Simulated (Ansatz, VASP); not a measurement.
**One calculation of Cr, two programs**

INCAR

```
SYSTEM = Cr
ALGO = Normal
EDIFF = 1E-7
ENCUT = 520
ISIF = 2
ISMEAR = 1
ISPIN = 2
LASPH = .True.
LCHARG = .False.
LDAU = .True.
LDAUJ = 0
LDAUL = 2
LDAUPRINT = 1
LDAUTYPE = 2
LDAUU = 5.3
LMAXMIX = 4
LORBIT = 11
LREAL = .False.
LWAVE = .False.
MAGMOM = 3
NBANDS = 16
NELM = 150
PREC = Accurate
SIGMA = 0.01
```

The input KPOINTS:

```
k-points
0
Gamma
  12 12 12
  0 0 0
```

POSCAR

```
Cr
1.0
   -1.4643870875      1.4643870875      1.4643870875
    1.4643870875     -1.4643870875      1.4643870875
    1.4643870875      1.4643870875     -1.4643870875
Cr
1
Direct
    0.0000000000      0.0000000000      0.0000000000
```

Contents of input.yaml:

```yaml
crystal:
  lattice:
    - [-1.4643870875, 1.4643870875, 1.4643870875]
    - [1.4643870875, -1.4643870875, 1.4643870875]
    - [1.4643870875, 1.4643870875, -1.4643870875]
  atoms:
    - { symbol: Cr, position: [0.0, 0.0, 0.0], spin: 3.0 }
hamiltonian:
  xc: lda
  pseudopotentials: { kind: paw }
  hubbard:
    sites: [{ species: Cr, l: d, u_eff: 5.3 }]
    projectors: all-electron-atomic
magnetization:
  spin_polarized: true
kpoints:
  mp_grid: { grid: [12, 12, 12] }
scf:
  occupations: { method: methfessel_paxton, width: 0.01 }
output:
  forces: true
  stress: true
  eigenvalues: true
```

Alike in both runs: task single point; functional LDA; k mesh 12 × 12 × 12; occupations methfessel-paxton of order 1, width 0.01 eV; collinear spin; Hubbard terms Cr d U = 5.3 eV.

|  | VASP | Ansatz |
| --- | --- | --- |
| version | VASP 6.6.1 | Ansatz 0.2.0 |
| potentials or method | VASP PAW LDA potentials, release 64 (Cr_pv) | Ansatz PAW |
| plane-wave cutoff (eV) | 520 | 420 |
| valence electrons in the cell | 12 | 14 |

|  | VASP | Ansatz | Ansatz less VASP |
| --- | --- | --- | --- |
| gap on the k mesh at the Fermi level (eV) | none | none | - |
| pressure (GPa) | 2.7 | 100.2 | +97.52 |
| net moment per atom (μB) | 1.35 | 4.64 | +3.293 |
| size of the moment on the site where the two differ most (μB) | 1.37 | 4.01 | +2.636 |

The net moments are unlike, so the other rows may belong to different states. LDA's correlation is that of Perdew and Zunger in VASP and of Perdew and Wang (1992) in Ansatz. Site moments also hang on the region over which each program counts them. The programs project onto different local orbitals, so the same U acts differently, and such runs can settle in different states. A gap of «none» marks a metal or a gap that the smearing closes. VASP's potentials hold 12 valence electrons a cell and Ansatz's 14, so a difference there can come from the potentials and not from the codes.

Noted on Ansatz's run: the magnetic or orbital state may not be the lowest.
